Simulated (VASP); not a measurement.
# AlNi3 (Pm-3m) in VASP: further runs

Runs on AlNi3. Level: PBE. Tasks: single point.

Everything below comes from runs of VASP 6.6.1. Logs are shortened: lines on timing, memory, paths and dates and some standing lists are left out, and cuts for length are marked.

### Step 1. The cell of the first run

It takes space group Pm-3m (No. 221, cubic). Conventional cell: a = 3.187 Å, b = 3.187 Å, c = 3.187 Å, α = 90.00°, β = 90.00°, γ = 90.00°. Within 3.0 Å of Al (site symmetry m-3m) lie 12 Ni at 2.25 Å. Ni (site symmetry 4/mmm) has 4 Al at 2.25 Å and 8 Ni at 2.25 Å within 3.0 Å.

### Step 2. Single point, PBE, collinear spin, ferromagnetic start (8.09 Å³/atom)

File INCAR:

```
SYSTEM = AlNi3
PREC = Accurate
ENCUT = 520
EDIFF = 1E-6
ISMEAR = -1
SIGMA = 0.03
LREAL = .False.
LASPH = .True.
NELM = 150
ALGO = Normal
ISIF = 2
LWAVE = .False.
LCHARG = .False.
ISPIN = 2
MAGMOM = 0 1.5 1.5 1.5
LORBIT = 11
LMAXMIX = 4
GGA = PE
NBANDS = 28
```

File KPOINTS:

```
regular mesh
0
Gamma
  10 10 10
  0 0 0
```

File POSCAR:

```
AlNi3
1.0
    3.1866176902      0.0000000000      0.0000000000
    0.0000000000      3.1866176902      0.0000000000
    0.0000000000      0.0000000000      3.1866176902
Al Ni
1 3
Direct
    0.0000000000      0.0000000000      0.0000000000
    0.0000000000      0.5000000000      0.5000000000
    0.5000000000      0.0000000000      0.5000000000
    0.5000000000      0.5000000000      0.0000000000
```

Potentials or basis: VASP PAW PBE potentials, release 64 (Al, Ni).

On the command line:

```sh
> cat potpaw_PBE.64/Al/POTCAR potpaw_PBE.64/Ni/POTCAR > POTCAR
> mpirun -np 1 vasp_std > vasp.out
```

OUTCAR:

```text
SYSTEM = AlNi3
   PREC = Accurate
   ENCUT = 520
   EDIFF = 1E-6
   ISMEAR = -1
   LREAL = .False.
   LASPH = .True.
   NELM = 150
   ISIF = 2
   ISPIN = 2
   LORBIT = 11
   GGA = PE

 ion  position               nearest neighbor table
   1  0.000  0.000  0.000-   2 2.25   3 2.25   4 2.25   2 2.25   3 2.25   2 2.25   4 2.25   2 2.25
                             3 2.25   4 2.25   3 2.25   4 2.25
   2  0.000  0.500  0.500-   1 2.25   3 2.25   4 2.25   1 2.25   4 2.25   1 2.25   3 2.25   1 2.25
                             3 2.25   4 2.25   4 2.25   3 2.25
   3  0.500  0.000  0.500-   1 2.25   2 2.25   4 2.25   1 2.25   4 2.25   2 2.25   4 2.25   4 2.25
                             1 2.25   2 2.25   1 2.25   2 2.25
   4  0.500  0.500  0.000-   1 2.25   2 2.25   3 2.25   2 2.25   3 2.25   1 2.25   3 2.25   3 2.25
                             1 2.25   2 2.25   2 2.25   1 2.25

  LATTYP: Found a simple cubic cell.
 ALAT       =     3.1866176902

  Lattice vectors:

 A1 = (   3.1866176902,   0.0000000000,   0.0000000000)
 A2 = (   0.0000000000,   3.1866176902,   0.0000000000)
 A3 = (   0.0000000000,   0.0000000000,   3.1866176902)

Analysis of symmetry for initial positions (statically):
=====================================================================
 Subroutine PRICEL returns:
 Original cell was already a primitive cell.

 Routine SETGRP: Setting up the symmetry group for a
 simple cubic supercell.

 Subroutine GETGRP returns: Found 48 space group operations
 (whereof 48 operations were pure point group operations)
 out of a pool of 48 trial point group operations.

The static configuration has the point symmetry O_h .

Analysis of symmetry for dynamics (positions and initial velocities):
=====================================================================
 Subroutine PRICEL returns:
 Original cell was already a primitive cell.

 Routine SETGRP: Setting up the symmetry group for a
 simple cubic supercell.

 Subroutine GETGRP returns: Found 48 space group operations
 (whereof 48 operations were pure point group operations)
 out of a pool of 48 trial point group operations.

The dynamic configuration has the point symmetry O_h .

Analysis of structural, dynamic, and magnetic symmetry:
=====================================================================
 Subroutine PRICEL returns:
 Original cell was already a primitive cell.

 Routine SETGRP: Setting up the symmetry group for a
 simple cubic supercell.

 Subroutine GETGRP returns: Found 48 space group operations
 (whereof 48 operations were pure point group operations)
 out of a pool of 48 trial point group operations.

The overall configuration has the point symmetry O_h .

 Subroutine INISYM returns: Found 48 space group operations
 (whereof 48 operations are pure point group operations),
 and found     1 'primitive' translations

----------------------------------------------------------------------------------------

                                     Primitive cell

  volume of cell :      32.3586

  direct lattice vectors                    reciprocal lattice vectors
     3.186617690  0.000000000  0.000000000     0.313812354  0.000000000  0.000000000
     0.000000000  3.186617690  0.000000000     0.000000000  0.313812354  0.000000000
     0.000000000  0.000000000  3.186617690     0.000000000  0.000000000  0.313812354

  length of vectors
     3.186617690  3.186617690  3.186617690     0.313812354  0.313812354  0.313812354

  position of ions in fractional coordinates (direct lattice)
     0.000000000  0.000000000  0.000000000
     0.000000000  0.500000000  0.500000000
     0.500000000  0.000000000  0.500000000
     0.500000000  0.500000000  0.000000000

  ion indices of the primitive-cell ions
   primitive index   ion index
                 1           1
                 2           2
                 3           3
                 4           4

----------------------------------------------------------------------------------------

 KPOINTS: regular mesh

Automatic generation of k-mesh.
 Grid dimensions read from file:
 generate k-points for:   10   10   10

 Generating k-lattice:

  Cartesian coordinates                     Fractional coordinates (reciprocal lattice)
     0.031381235  0.000000000  0.000000000     0.100000000  0.000000000  0.000000000
     0.000000000  0.031381235  0.000000000     0.000000000  0.100000000  0.000000000
     0.000000000  0.000000000  0.031381235     0.000000000  0.000000000  0.100000000

  Length of vectors
     0.031381235  0.031381235  0.031381235

  Shift w.r.t. Gamma in fractional coordinates (k-lattice)
     0.000000000  0.000000000  0.000000000

 Subroutine IBZKPT returns following result:
 ===========================================

 Found     56 irreducible k-points:

 Following reciprocal coordinates:
            Coordinates               Weight
  0.000000  0.000000  0.000000      1.000000
  0.100000  0.000000  0.000000      6.000000
  0.200000  0.000000  0.000000      6.000000
  0.300000  0.000000  0.000000      6.000000
  0.400000  0.000000  0.000000      6.000000
  0.500000  0.000000  0.000000      3.000000
[... 16 lines left out ...]
  0.200000  0.100000  0.100000     24.000000
  0.300000  0.100000  0.100000     24.000000
 [... further k-points ...]
   k-points           NKPTS =     56   k-points in BZ     NKDIM =     56   number of bands    NBANDS=     28
   number of dos      NEDOS =    301   number of ions     NIONS =      4
   total plane-waves  NPLWV =  13824
   dimension x,y,z NGX =    24 NGY =   24 NGZ =   24
   dimension x,y,z NGXF=    48 NGYF=   48 NGZF=   48
   ions per type =               1   3
   NGX,Y,Z   is equivalent  to a cutoff of  12.52, 12.52, 12.52 a.u.
   NGXF,Y,Z  is equivalent  to a cutoff of  25.04, 25.04, 25.04 a.u.
 SYSTEM =  AlNi3
   PREC   = accura    normal or accurate (medium, high low for compatibility)
   ISTART =      0    job   : 0-new  1-cont  2-samecut
   ICHARG =      2    charge: 1-file 2-atom 10-const
   ISPIN  =      2    spin polarized calculation?
   LNONCOLLINEAR =      F non collinear calculations
   LSORBIT =      F    spin-orbit coupling
   LASPH  =      T    aspherical Exc in radial PAW
   ENCUT  =  520.0 eV  38.22 Ry    6.18 a.u.   5.92  5.92  5.92*2*pi/ulx,y,z
   NELM   =    150;   NELMIN=  2; NELMDL= -5     # of ELM steps
   EDIFF  = 0.1E-05   stopping-criterion for ELM
   LREAL  =      F    real-space projection
   EDIFFG = 0.1E-04   stopping-criterion for IOM
   NSW    =      0    number of steps for IOM
   IBRION =     -1    ionic relax: 0-MD 1-quasi-New 2-CG
   NFREE  =      0    steps in history (QN), initial steepest desc. (CG)
   ISIF   =      2    stress and relaxation
   ISYM   =      2    0-nonsym 1-usesym 2-fastsym
   POTIM  = 0.5000    time-step for ionic-motion
   TEBEG  =    0.0;   TEEND  =   0.0 temperature during run
   PSTRESS=    0.0 pullay stress
   NELECT =      33.0000    total number of electrons
   NUPDOWN=      -1.0000    fix difference up-down
   EMIN   =  10.00;   EMAX   =-10.00  energy-range for DOS
   EFERMI =   0.00;   METHOD = LEGACY
   ISMEAR =    -1;   SIGMA  =   0.03  broadening in eV -4-tet -1-fermi 0-gaus
   EFERMI_NEDOS =   21; number of points for ismear=-14 and -15
   IALGO  =     38    algorithm
   IMIX   =      4    mixing-type and parameters
     AMIX     =   0.40;   BMIX     =  1.00
     AMIX_MAG =   1.60;   BMIX_MAG =  1.00
  volume/ion in A,a.u.               =       8.09        54.59
  Fermi-wavevector in a.u.,A,eV,Ry     =   1.647844  3.113974 36.945137  2.715391
  Thomas-Fermi vector in A             =   2.737234
   LORBIT       =     11    0 simple, 1 ext, 2 COOP (PROOUT), +10 PAW based schemes
   GGA     = PE    functional components
   LHFCALC =     F    Hartree Fock is set to
   AEXX    =    0.0000 exact exchange contribution
   IVDW    =     0    specifies the selected vdW correction
   LEPSILON=     F    determine dielectric tensor
   LRPA    =     F    only Hartree local field effects (RPA)
 spin polarized calculation
  energy-cutoff  :      520.00
  volume of cell :       32.36
 maximum number of plane-waves:       912
 NGX is ok and might be reduce to    24
   NGX = 11   NGY = 11   NGZ = 11

 number of electron      32.9999917 magnetization       0.0007534

 Free energy of the ion-electron system (eV)
  ---------------------------------------------------
  ext. energy  EPLUGINS =         0.00000000
  ---------------------------------------------------
  free energy    TOTEN  =       -17.98634509 eV

  energy without entropy =      -17.97617143  energy(sigma->0) =      -17.98125826

 E-fermi :  14.8268     XC(G=0): -14.5846

 val. band max:       14.8257101600   @ k =   0.4000   0.4000   0.4000
 cond. band min:      14.8336096038   @ k =   0.3000   0.2000   0.1000
 fundamental gap:      0.0078994438
 Fermi energy:        14.8268143443

 spin component 1

 k-point     1 :       0.0000    0.0000    0.0000
  band No.  band energies     occupation
      1       2.3666      1.00000
      2       8.1448      1.00000
      3       9.1647      1.00000
      4       9.1647      1.00000
      5       9.7581      1.00000
      6       9.7581      1.00000
[... 20 lines left out ...]
     27      32.2030      0.00000
     28      32.2030      0.00000

 k-point     2 :       0.1000    0.0000    0.0000
  band No.  band energies     occupation
      1       2.5236      1.00000
      2       8.2191      1.00000
      3       9.1035      1.00000
      4       9.2792      1.00000
      5       9.7977      1.00000
      6       9.7977      1.00000
[... 20 lines left out ...]
     27      31.3566      0.00000
     28      31.7931      0.00000

 k-point     3 :       0.2000    0.0000    0.0000
  band No.  band energies     occupation
      1       2.9873      1.00000
      2       8.3664      1.00000
      3       8.9207      1.00000
      4       9.6047      1.00000
      5       9.9112      1.00000
      6       9.9112      1.00000
[... 616 lines left out ...]
      3       9.0624      1.00000
      4       9.5668      1.00000
      5       9.7839      1.00000
      6      10.0484      1.00000
[... 20 lines left out ...]
     27      32.0132      0.00000
     28      32.7807      0.00000

 k-point    24 :       0.3000    0.1000    0.1000
  band No.  band energies     occupation
      1       4.0215      1.00000
      2       8.2442      1.00000
      3       9.0937      1.00000
      4       9.8791      1.00000
      5      10.0080      1.00000
      6      10.2378      1.00000
[... 20 lines left out ...]
     27      31.5856      0.00000
     28      33.3173      0.00000

 [... further k-points ...]

 spin component 2

 k-point     1 :       0.0000    0.0000    0.0000
  band No.  band energies     occupation
      1       2.3666      1.00000
      2       8.1449      1.00000
      3       9.1648      1.00000
      4       9.1648      1.00000
      5       9.7583      1.00000
      6       9.7583      1.00000
[... 20 lines left out ...]
     27      32.2030      0.00000
     28      32.2030      0.00000

 k-point     2 :       0.1000    0.0000    0.0000
  band No.  band energies     occupation
      1       2.5236      1.00000
      2       8.2192      1.00000
      3       9.1037      1.00000
      4       9.2794      1.00000
      5       9.7979      1.00000
      6       9.7979      1.00000
[... 20 lines left out ...]
     27      31.3566      0.00000
     28      31.7931      0.00000

 k-point     3 :       0.2000    0.0000    0.0000
  band No.  band energies     occupation
      1       2.9873      1.00000
      2       8.3665      1.00000
      3       8.9208      1.00000
      4       9.6049      1.00000
      5       9.9114      1.00000
      6       9.9114      1.00000
[... 616 lines left out ...]
      3       9.0625      1.00000
      4       9.5669      1.00000
      5       9.7841      1.00000
      6      10.0487      1.00000
[... 20 lines left out ...]
     27      32.0132      0.00000
     28      32.7807      0.00000

 k-point    24 :       0.3000    0.1000    0.1000
  band No.  band energies     occupation
      1       4.0215      1.00000
      2       8.2443      1.00000
      3       9.0938      1.00000
      4       9.8793      1.00000
      5      10.0082      1.00000
      6      10.2380      1.00000
[... 20 lines left out ...]
     27      31.5857      0.00000
     28      33.5265      0.00000

 [... further k-points ...]

------------------------ aborting loop because EDIFF is reached ----------------------------------------

  FORCE on cell =-STRESS in cart. coord.  units (eV):
  Direction    XX          YY          ZZ          XY          YZ          ZX
  --------------------------------------------------------------------------------------
  -------------------------------------------------------------------------------------
  Total       26.6192561     26.6192561     26.6192561     -0.0000000     -0.0000000      0.0000000
  in kB     1318.0036376   1318.0036376   1318.0036376     -0.0000000     -0.0000000      0.0000000
  external PRESSURE =    1318.0036376 kB  Pullay stress =       0.0000000 kB

 VOLUME and BASIS-vectors are now :
 -----------------------------------------------------------------------------
  energy-cutoff  :      520.00
  volume of cell :       32.36
      direct lattice vectors                 reciprocal lattice vectors
     3.186617690  0.000000000  0.000000000     0.313812354  0.000000000  0.000000000
     0.000000000  3.186617690  0.000000000     0.000000000  0.313812354  0.000000000
     0.000000000  0.000000000  3.186617690     0.000000000  0.000000000  0.313812354

 POSITION                                       TOTAL-FORCE (eV/Angst)
 -----------------------------------------------------------------------------------
      0.00000      0.00000      0.00000         0.000000      0.000000      0.000000
      0.00000      1.59331      1.59331         0.000000      0.000000      0.000000
      1.59331      0.00000      1.59331         0.000000      0.000000      0.000000
      1.59331      1.59331      0.00000         0.000000      0.000000      0.000000
 -----------------------------------------------------------------------------------
    total drift:                                0.000000     -0.000000     -0.000000

  FREE ENERGIE OF THE ION-ELECTRON SYSTEM (eV)
  ---------------------------------------------------
  free  energy   TOTEN  =       -17.9863450884 eV

  energy  without entropy=      -17.9761714254  energy(sigma->0) =      -17.98125826

 total charge

# of ion       s       p       d       tot
------------------------------------------
    1        0.473   0.571   0.000   1.045
    2        0.675   0.903   8.636  10.214
    3        0.675   0.903   8.636  10.214
    4        0.675   0.903   8.636  10.214
--------------------------------------------------
tot          2.497   3.281  25.909  31.687

 magnetization (x)

# of ion       s       p       d       tot
------------------------------------------
    1        0.000  -0.000   0.000  -0.000
    2       -0.000  -0.000   0.000   0.000
    3       -0.000  -0.000   0.000   0.000
    4       -0.000  -0.000   0.000   0.000
--------------------------------------------------
tot         -0.000  -0.000   0.001   0.000
```

Wall time 27 s (1 thread of Intel Xeon 6975P-C (Granite Rapids), shared host); peak memory 0.19 GiB.

What came out:

```
Free energy                                           : -17.9863 eV
Pressure                                              : 131.8 GPa
Net moment                                            : 0.00 μB per cell
Valence electrons inside the program's atomic spheres : Al 1.04; Ni 10.21
```

Levels at points of the mesh, in eV from the Fermi level:
Spin up:
| k point | band 13 | band 14 | band 15 | band 16 | band 17 | band 18 | band 19 | band 20 | band 21 | band 22 |
| --- | --- | --- | --- | --- | --- | --- | --- | --- | --- | --- |
| (0.00, 0.00, 0.00) | -0.10 | 0.31 | 0.31 | 0.31 | 1.01 | 1.01 | 1.01 | 8.66 | 8.66 | 10.90 |
| (0.50, 0.00, 0.00) | -1.65 | -1.65 | -1.42 | -0.59 | 0.32 | 6.87 | 6.87 | 7.53 | 7.53 | 7.73 |
| (0.50, 0.50, 0.00) | -1.93 | -1.70 | -1.32 | -1.20 | -0.83 | 1.64 | 1.64 | 9.96 | 9.96 | 10.89 |
| (0.50, 0.50, 0.50) | -1.95 | -1.51 | -1.51 | -0.71 | -0.02 | -0.02 | -0.02 | 6.02 | 6.04 | 6.04 |
Spin down:
```
           k point  band 14  band 15  band 16  band 17  band 18  band 19  band 20  band 21
(0.00, 0.00, 0.00)     0.31     0.31     0.31     1.01     1.01     1.01     8.66     8.66
(0.50, 0.00, 0.00)    -1.65    -1.42    -0.59     0.32     6.87     6.87     7.53     7.53
(0.50, 0.50, 0.00)    -1.70    -1.32    -1.20    -0.83     1.64     1.64     9.96     9.96
(0.50, 0.50, 0.50)    -1.51    -1.51    -0.71    -0.02    -0.02    -0.02     6.02     6.04
```

Caveat: the cell stands under pressure; the moments typed at the start vanished in this run.

(Continued in part 2 of 2.)
